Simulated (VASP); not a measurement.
# GaAs (I-4m2) in VASP: notebook

Runs on GaAs. Level: PBE. Tasks: single point.

All numbers are computed with VASP 6.6.1; they aren't measurements. Logs are shortened: lines on timing, memory, paths and dates and some standing lists are left out, and cuts for length are marked.

## Step 1: The cell of the first run

Symmetry: I-4m2, No. 119, tetragonal system. The conventional cell has a = 3.998 Å, b = 3.998 Å, c = 5.936 Å, α = 90.00°, β = 90.00°, γ = 90.00°. Ga (site symmetry -4m2) has 4 As at 2.49 Å within 3.3 Å. As (site symmetry -4m2) has 4 Ga at 2.49 Å within 3.3 Å.

## Step 2: Single point, PBE (strain +0.000 along x and y, +0.050 along z)

Contents of INCAR:

```
PREC = Accurate
ENCUT = 520
EDIFF = 1E-7
ISMEAR = 0
SIGMA = 0.05
LREAL = F
LASPH = T
NELM = 60
ALGO = Normal
ISIF = 2
LWAVE = F
LCHARG = F
GGA = PE
NBANDS = 16
```

Contents of KPOINTS:

```
regular mesh
0
Gamma
  10 10 10
```

Contents of POSCAR:

```
GaAs
1.0
    0.0000000000      2.8268500000      2.9681925000
    2.8268500000      0.0000000000      2.9681925000
    2.8268500000      2.8268500000      0.0000000000
Ga As
1 1
Direct
    0.0000000000      0.0000000000      0.0000000000
    0.7500000000      0.7500000000      0.7500000000
```

Potentials or basis: VASP PAW PBE potentials, release 64 (Ga_d, As).

Launch:

```
cat potpaw_PBE.64/Ga_d/POTCAR potpaw_PBE.64/As/POTCAR > POTCAR
mpirun -np 1 vasp_std > vasp.out
```

OUTCAR:

```text
PREC = Accurate
   ENCUT = 520
   EDIFF = 1E-7
   ISMEAR = 0
   LREAL = F
   LASPH = T
   NELM = 60
   ISIF = 2
   GGA = PE

 ion  position               nearest neighbor table
   1  0.000  0.000  0.000-   2 2.49   2 2.49   2 2.49   2 2.49
   2  0.750  0.750  0.750-   1 2.49   1 2.49   1 2.49   1 2.49

  LATTYP: Found a body centered tetragonal cell.
 ALAT       =     3.9977696088
 C/A-ratio  =     1.4849242405

  Lattice vectors:

 A1 = (  -2.8268500000,   0.0000000000,   2.9681925000)
 A2 = (   2.8268500000,   0.0000000000,   2.9681925000)
 A3 = (   0.0000000000,   2.8268500000,  -2.9681925000)

Analysis of symmetry for initial positions (statically):
=====================================================================
 Subroutine PRICEL returns:
 Original cell was already a primitive cell.

 Routine SETGRP: Setting up the symmetry group for a
 body centered tetragonal supercell.

 Subroutine GETGRP returns: Found  8 space group operations
 (whereof  8 operations were pure point group operations)
 out of a pool of 16 trial point group operations.

The static configuration has the point symmetry D_2d.

Analysis of symmetry for dynamics (positions and initial velocities):
=====================================================================
 Subroutine PRICEL returns:
 Original cell was already a primitive cell.

 Routine SETGRP: Setting up the symmetry group for a
 body centered tetragonal supercell.

 Subroutine GETGRP returns: Found  8 space group operations
 (whereof  8 operations were pure point group operations)
 out of a pool of 16 trial point group operations.

The dynamic configuration has the point symmetry D_2d.

 Subroutine INISYM returns: Found  8 space group operations
 (whereof  8 operations are pure point group operations),
 and found     1 'primitive' translations

----------------------------------------------------------------------------------------

                                     Primitive cell

  volume of cell :      47.4381

  direct lattice vectors                    reciprocal lattice vectors
     0.000000000  2.826850000  2.968192500    -0.176875321  0.176875321  0.168452686
     2.826850000  0.000000000  2.968192500     0.176875321 -0.176875321  0.168452686
     2.826850000  2.826850000  0.000000000     0.176875321  0.176875321 -0.168452686

  length of vectors
     4.098932500  4.098932500  3.997769609     0.301572654  0.301572654  0.301572654

  position of ions in fractional coordinates (direct lattice)
     0.000000000  0.000000000  0.000000000
     0.750000000  0.750000000  0.750000000

  ion indices of the primitive-cell ions
   primitive index   ion index
                 1           1
                 2           2

----------------------------------------------------------------------------------------

 KPOINTS: regular mesh

Automatic generation of k-mesh.
 Grid dimensions read from file:
 generate k-points for:   10   10   10

 Generating k-lattice:

  Cartesian coordinates                     Fractional coordinates (reciprocal lattice)
    -0.017687532  0.017687532  0.016845269     0.100000000 -0.000000000  0.000000000
     0.017687532 -0.017687532  0.016845269    -0.000000000  0.100000000  0.000000000
     0.017687532  0.017687532 -0.016845269     0.000000000  0.000000000  0.100000000

  Length of vectors
     0.030157265  0.030157265  0.030157265

  Shift w.r.t. Gamma in fractional coordinates (k-lattice)
     0.000000000  0.000000000  0.000000000

 Subroutine IBZKPT returns following result:
 ===========================================

 Found    102 irreducible k-points:

 Following reciprocal coordinates:
            Coordinates               Weight
  0.000000  0.000000  0.000000      1.000000
  0.100000  0.000000  0.000000      8.000000
  0.200000  0.000000  0.000000      8.000000
  0.300000  0.000000  0.000000      8.000000
  0.400000 -0.000000  0.000000      8.000000
  0.500000  0.000000  0.000000      4.000000
[... 16 lines left out ...]
  0.300000  0.300000  0.000000      2.000000
  0.400000  0.300000  0.000000      8.000000
 [... further k-points ...]
   k-points           NKPTS =    102   k-points in BZ     NKDIM =    102   number of bands    NBANDS=     16
   number of dos      NEDOS =    301   number of ions     NIONS =      2
   total plane-waves  NPLWV =  27000
   dimension x,y,z NGX =    30 NGY =   30 NGZ =   30
   dimension x,y,z NGXF=    60 NGYF=   60 NGZF=   60
   ions per type =               1   1
   NGX,Y,Z   is equivalent  to a cutoff of  12.17, 12.17, 12.48 a.u.
   NGXF,Y,Z  is equivalent  to a cutoff of  24.34, 24.34, 24.95 a.u.
 SYSTEM =  unknown system
   PREC   = accura    normal or accurate (medium, high low for compatibility)
   ISTART =      0    job   : 0-new  1-cont  2-samecut
   ICHARG =      2    charge: 1-file 2-atom 10-const
   ISPIN  =      1    spin polarized calculation?
   LNONCOLLINEAR =      F non collinear calculations
   LSORBIT =      F    spin-orbit coupling
   LASPH  =      T    aspherical Exc in radial PAW
   ENCUT  =  520.0 eV  38.22 Ry    6.18 a.u.   7.62  7.62  7.43*2*pi/ulx,y,z
   NELM   =     60;   NELMIN=  2; NELMDL= -5     # of ELM steps
   EDIFF  = 0.1E-06   stopping-criterion for ELM
   LREAL  =      F    real-space projection
   EDIFFG = 0.1E-05   stopping-criterion for IOM
   NSW    =      0    number of steps for IOM
   IBRION =     -1    ionic relax: 0-MD 1-quasi-New 2-CG
   NFREE  =      0    steps in history (QN), initial steepest desc. (CG)
   ISIF   =      2    stress and relaxation
   ISYM   =      2    0-nonsym 1-usesym 2-fastsym
   POTIM  = 0.5000    time-step for ionic-motion
   TEBEG  =    0.0;   TEEND  =   0.0 temperature during run
   PSTRESS=    0.0 pullay stress
   NELECT =      18.0000    total number of electrons
   NUPDOWN=      -1.0000    fix difference up-down
   EMIN   =  10.00;   EMAX   =-10.00  energy-range for DOS
   EFERMI =   0.00;   METHOD = LEGACY
   ISMEAR =     0;   SIGMA  =   0.05  broadening in eV -4-tet -1-fermi 0-gaus
   EFERMI_NEDOS =   21; number of points for ismear=-14 and -15
   IALGO  =     38    algorithm
   IMIX   =      4    mixing-type and parameters
     AMIX     =   0.40;   BMIX     =  1.00
     AMIX_MAG =   1.60;   BMIX_MAG =  1.00
  volume/ion in A,a.u.               =      23.72       160.06
  Fermi-wavevector in a.u.,A,eV,Ry     =   1.185195  2.239694 19.111929  1.404687
  Thomas-Fermi vector in A             =   2.321394
   LORBIT       =      0    0 simple, 1 ext, 2 COOP (PROOUT), +10 PAW based schemes
   GGA     = PE    functional components
   LHFCALC =     F    Hartree Fock is set to
   AEXX    =    0.0000 exact exchange contribution
   IVDW    =     0    specifies the selected vdW correction
   LEPSILON=     F    determine dielectric tensor
   LRPA    =     F    only Hartree local field effects (RPA)
 non-spin polarized calculation
 Gauss-broadening in eV      SIGMA  =   0.05
  energy-cutoff  :      520.00
  volume of cell :       47.44
 maximum number of plane-waves:      1307
   NGX = 15   NGY = 15   NGZ = 15

 number of electron      17.9999988 magnetization

 Free energy of the ion-electron system (eV)
  ---------------------------------------------------
  ext. energy  EPLUGINS =         0.00000000
  ---------------------------------------------------
  free energy    TOTEN  =        -8.26094134 eV

  energy without entropy =       -8.26087738  energy(sigma->0) =       -8.26090936

 E-fermi :   3.6135     XC(G=0):  -9.3730

 val. band max:        3.5813901782   @ k =   0.0000   0.0000   0.0000
 cond. band min:       3.6257229344   @ k =   0.0000   0.0000   0.0000
 fundamental gap:      0.0443327562
 Fermi energy:         3.6134615866

 k-point     1 :       0.0000    0.0000    0.0000
  band No.  band energies     occupation
      1     -11.2499      2.00000
      2     -11.2375      2.00000
      3     -11.2375      2.00000
      4     -11.1786      2.00000
      5     -11.1703      2.00000
      6      -8.8959      2.00000
[... 8 lines left out ...]
     15      12.9811      0.00000
     16      13.9522      0.00000

 k-point     2 :       0.1000    0.0000    0.0000
  band No.  band energies     occupation
      1     -11.2520      2.00000
      2     -11.2403      2.00000
      3     -11.2356      2.00000
      4     -11.1789      2.00000
      5     -11.1702      2.00000
      6      -8.7868      2.00000
[... 8 lines left out ...]
     15      12.4527      0.00000
     16      13.2202      0.00000

 k-point     3 :       0.2000    0.0000    0.0000
  band No.  band energies     occupation
      1     -11.2664      2.00000
      2     -11.2382      2.00000
      3     -11.2310      2.00000
      4     -11.1793      2.00000
      5     -11.1695      2.00000
      6      -8.4733      2.00000
[... 8 lines left out ...]
     15      12.5661      0.00000
     16      12.6057      0.00000

 k-point     4 :       0.3000    0.0000    0.0000
  band No.  band energies     occupation
      1     -11.2856      2.00000
      2     -11.2335      2.00000
      3     -11.2260      2.00000
      4     -11.1790      2.00000
      5     -11.1678      2.00000
      6      -8.0061      2.00000
[... 8 lines left out ...]
     15      12.7718      0.00000
     16      12.8279      0.00000
[... 324 lines left out ...]
 k-point    22 :      -0.2000    0.2000    0.0000
  band No.  band energies     occupation
      1     -11.2911      2.00000
      2     -11.2299      2.00000
      3     -11.2234      2.00000
      4     -11.1824      2.00000
      5     -11.1671      2.00000
      6      -7.8244      2.00000
[... 8 lines left out ...]
     15      13.8280      0.00000
     16      14.5607      0.00000

 k-point    23 :       0.3000    0.3000    0.0000
  band No.  band energies     occupation
      1     -11.3101      2.00000
      2     -11.2121      2.00000
      3     -11.2121      2.00000
      4     -11.1800      2.00000
      5     -11.1729      2.00000
      6      -7.7548      2.00000
[... 8 lines left out ...]
     15      15.2489      0.00000
     16      15.3239      0.00000

 k-point    24 :       0.4000    0.3000    0.0000
  band No.  band energies     occupation
      1     -11.3193      2.00000
      2     -11.2092      2.00000
      3     -11.2074      2.00000
      4     -11.1812      2.00000
      5     -11.1722      2.00000
      6      -7.3647      2.00000
[... 8 lines left out ...]
     15      15.7195      0.00000
     16      15.7425      0.00000

 [... further k-points ...]

------------------------ aborting loop because EDIFF is reached ----------------------------------------

  FORCE on cell =-STRESS in cart. coord.  units (eV):
  Direction    XX          YY          ZZ          XY          YZ          ZX
  --------------------------------------------------------------------------------------
  -------------------------------------------------------------------------------------
  Total        0.3379140      0.3379140     -0.5667162      0.0000000      0.0000000      0.0000000
  in kB       11.4127192     11.4127192    -19.1402961      0.0000000      0.0000000      0.0000000
  external PRESSURE =       1.2283808 kB  Pullay stress =       0.0000000 kB

 VOLUME and BASIS-vectors are now :
 -----------------------------------------------------------------------------
  energy-cutoff  :      520.00
  volume of cell :       47.44
      direct lattice vectors                 reciprocal lattice vectors
     0.000000000  2.826850000  2.968192500    -0.176875321  0.176875321  0.168452686
     2.826850000  0.000000000  2.968192500     0.176875321 -0.176875321  0.168452686
     2.826850000  2.826850000  0.000000000     0.176875321  0.176875321 -0.168452686

 POSITION                                       TOTAL-FORCE (eV/Angst)
 -----------------------------------------------------------------------------------
      0.00000      0.00000      0.00000        -0.000000     -0.000000     -0.000000
      4.24027      4.24027      4.45229         0.000000      0.000000      0.000000
 -----------------------------------------------------------------------------------
    total drift:                               -0.000002     -0.000002     -0.000003

  FREE ENERGIE OF THE ION-ELECTRON SYSTEM (eV)
  ---------------------------------------------------
  free  energy   TOTEN  =        -8.2609413363 eV

  energy  without entropy=       -8.2608773759  energy(sigma->0) =       -8.26090936
```

It took 98 s on 1 thread of Intel Xeon 8259CL, shared host; peak memory 0.23 GiB.

Results:

```yaml
Free_energy: -8.2609 eV
Pressure: 0.1 GPa
Band_gap_on_the_k_mesh: 0.04 eV
```

Levels at points of the mesh, in eV from the valence-band top:
```
           k point  band 5  band 6  band 7  band 8  band 9  band 10  band 11  band 12  band 13  band 14
(0.00, 0.00, 0.00)  -14.75  -12.48   -0.29    0.00    0.00     0.04     3.59     3.59     3.72     7.34
(0.50, 0.00, 0.00)  -14.75  -10.86   -6.47   -1.36   -0.97     0.74     4.41     4.68     7.62     9.88
(0.50, 0.50, 0.00)  -14.75  -10.29   -6.87   -2.39   -2.39     1.66     1.88     9.65     9.65    10.20
(0.50, 0.00, 0.50)  -14.74  -10.13   -6.60   -2.71   -2.69     1.37     1.44     9.45     9.71    10.49
```

Caveat: the cell differs from its parent crystal (strain +0.000 along x and y, +0.050 along z).

## Step 3: Single point, PBE (strain +0.025 along x and y, +0.000 along z)

Contents of INCAR:

```
SYSTEM = GaAs
ALGO = Normal
EDIFF = 1E-6
ENCUT = 520
GGA = PE
ISIF = 2
ISMEAR = 0
LASPH = .TRUE.
LCHARG = .FALSE.
LREAL = .FALSE.
LWAVE = .FALSE.
NBANDS = 16
NELM = 80
PREC = Accurate
SIGMA = 0.05
```

Contents of KPOINTS:

```
k-points
0
G
  10 10 10
  0 0 0
```

Contents of POSCAR:

```
GaAs
1.0
    0.0000000000      2.8975212500      2.8268500000
    2.8975212500      0.0000000000      2.8268500000
    2.8975212500      2.8975212500      0.0000000000
Ga As
1 1
Direct
    0.0000000000      0.0000000000      0.0000000000
    0.7500000000      0.7500000000      0.7500000000
```

Potentials or basis: VASP PAW PBE potentials, release 64 (Ga_d, As).

Launch:

```
cat potpaw_PBE.64/Ga_d/POTCAR potpaw_PBE.64/As/POTCAR > POTCAR
mpirun -np 1 vasp_std > vasp.out
```

It took 85 s on 1 thread of Intel Xeon 8259CL, shared host; peak memory 0.23 GiB.

It converged, with:

```
Free energy            : -8.2719 eV
Pressure               : 0.1 GPa
Band gap on the k mesh : 0.06 eV
```

Stress tensor (GPa, compression positive):
```
-0.37  0.00  0.00
 0.00 -0.37  0.00
 0.00  0.00  0.98
```

Levels at points of the mesh, in eV from the valence-band top:
```tsv
k point	band 7	band 8	band 9	band 10	band 11	band 12
(0.00, 0.00, 0.00)	-0.13	-0.13	0.00	0.06	3.59	3.65
(0.50, 0.00, 0.00)	-6.46	-1.25	-1.06	0.77	4.45	4.62
(0.50, 0.50, 0.00)	-6.59	-2.70	-2.70	1.38	1.44	9.70
(0.50, 0.00, 0.50)	-6.73	-2.55	-2.53	1.52	1.66	9.59
```

Caveat: the cell differs from its parent crystal (strain +0.025 along x and y, +0.000 along z).

## Step 4: Single point, PBE (strain +0.025 along x and y, +0.050 along z)

Contents of INCAR:

```
SYSTEM = GaAs
PREC = Accurate
ENCUT = 520
EDIFF = 1E-6
ISMEAR = 0
SIGMA = 0.05
LREAL = .False.
LASPH = .True.
NELM = 100
ALGO = Normal
ISIF = 2
LWAVE = .False.
LCHARG = .False.
GGA = PE
NBANDS = 16
```

Contents of KPOINTS:

```
Automatic mesh
0
Gamma
  10 10 10
  0 0 0
```

Contents of POSCAR:

```
GaAs
1.0
    0.0000000000      2.8975212500      2.9681925000
    2.8975212500      0.0000000000      2.9681925000
    2.8975212500      2.8975212500      0.0000000000
Ga As
1 1
Direct
    0.0000000000      0.0000000000      0.0000000000
    0.7500000000      0.7500000000      0.7500000000
```

Launch:

```
cat potpaw_PBE.64/Ga_d/POTCAR potpaw_PBE.64/As/POTCAR > POTCAR
mpirun -np 1 vasp_std > vasp.out
```

It took 68 s on 1 thread of Intel Xeon 8259CL, shared host; peak memory 0.24 GiB.

The run converged. Its results:

| Quantity | Value |
| --- | --- |
| Free energy | -8.2531 eV |
| Pressure | -2.5 GPa |
| Band gap on the k mesh | zero (filled and empty bands touch) |

Stress tensor (GPa, compression positive):
```
-2.08  0.00  0.00
 0.00 -2.08  0.00
 0.00  0.00 -3.47
```

Levels at points of the mesh, in eV from the Fermi level:
```tsv
k point	band 6	band 7	band 8	band 9	band 10	band 11	band 12	band 13
(0.00, 0.00, 0.00)	-12.11	-0.24	-0.13	0.00	0.00	3.63	3.63	3.70
(0.50, 0.00, 0.00)	-10.63	-6.18	-1.13	-0.96	0.69	4.49	4.62	7.58
(0.50, 0.50, 0.00)	-10.06	-6.51	-2.30	-2.30	1.68	1.78	9.34	9.34
(0.50, 0.00, 0.50)	-9.99	-6.39	-2.45	-2.44	1.55	1.57	9.28	9.41
```

Caveat: the cell differs from its parent crystal (strain +0.025 along x and y, +0.050 along z); semilocal functionals underestimate gaps, so a narrow gap can read as zero.

## Step 5: Single point, PBE (strain +0.050 along x and y, +0.025 along z)

Contents of INCAR:

```
  PREC = Accurate
  ENCUT = 520
  EDIFF = 1E-6
  ISMEAR = 0
  SIGMA = 0.05
  LREAL = F
  LASPH = T
  NELM = 60
  ALGO = Normal
  ISIF = 2
  LWAVE = F
  LCHARG = T
  GGA = PE
  LELF = T
  LVHAR = T
  NBANDS = 16
```

Contents of KPOINTS:

```
Automatic mesh
0
Gamma
  10 10 10
```

Contents of POSCAR:

```
GaAs
1.0
    0.0000000000      2.9681925000      2.8975212500
    2.9681925000      0.0000000000      2.8975212500
    2.9681925000      2.9681925000      0.0000000000
Ga As
1 1
Direct
    0.0000000000      0.0000000000      0.0000000000
    0.7500000000      0.7500000000      0.7500000000
```

Launch:

```
cat potpaw_PBE.64/Ga_d/POTCAR potpaw_PBE.64/As/POTCAR > POTCAR
mpirun -np 1 vasp_std > vasp.out
```

Wall time 83 s (1 thread of Intel Xeon 8259CL, shared host); peak memory 0.23 GiB.

Results (log left out):

```yaml
Free_energy: -8.2299 eV
Pressure: -3.6 GPa
Band_gap_on_the_k_mesh: 0.12 eV
```

Stress tensor (GPa, compression positive):
```
-4.05  0.00  0.00
 0.00 -4.05  0.00
 0.00  0.00 -2.80
```

Levels at points of the mesh, in eV from the valence-band top:
```csv
k point,band 6,band 7,band 8,band 9,band 10,band 11,band 12,band 13
"(0.00, 0.00, 0.00)",-11.88,-0.32,0.00,0.00,0.12,3.69,3.75,3.75
"(0.50, 0.00, 0.00)",-10.46,-5.99,-1.01,-0.85,0.71,4.55,4.69,7.62
"(0.50, 0.50, 0.00)",-9.83,-6.17,-2.33,-2.33,1.59,1.63,9.27,9.27
"(0.50, 0.00, 0.50)",-9.90,-6.29,-2.19,-2.18,1.76,1.79,9.17,9.29
```

Caveat: the cell differs from its parent crystal (strain +0.050 along x and y, +0.025 along z); the cell stands under tension.

## Step 6: The runs side by side

| cell | gap on the mesh (eV) | pressure (GPa) |
| --- | --- | --- |
| a = 4.099, b = 4.099, c = 3.998 Å, angles 60.8, 60.8, 58.4°, 2 atoms | 0.04 | 0.1 |
| a = 4.048, b = 4.048, c = 4.098 Å, angles 59.6, 59.6, 60.8°, 2 atoms | 0.06 | 0.1 |
| a = 4.148, b = 4.148, c = 4.098 Å, angles 60.4, 60.4, 59.2°, 2 atoms | none | -2.5 |
| a = 4.148, b = 4.148, c = 4.198 Å, angles 59.6, 59.6, 60.8°, 2 atoms | 0.12 | -3.6 |

Alike in all rows: task single point; level PBE; potentials or basis VASP PAW PBE potentials, release 64 (Ga_d, As); no spin polarisation; k mesh 10 × 10 × 10; cutoff (eV) 520; smearing gaussian 0.05 eV.

Caveats: semilocal functionals underestimate gaps, so a narrow gap can read as zero (at least some runs); the cell stands under tension (at least some runs).

Absolute energies hang on the potentials; compare differences alone.
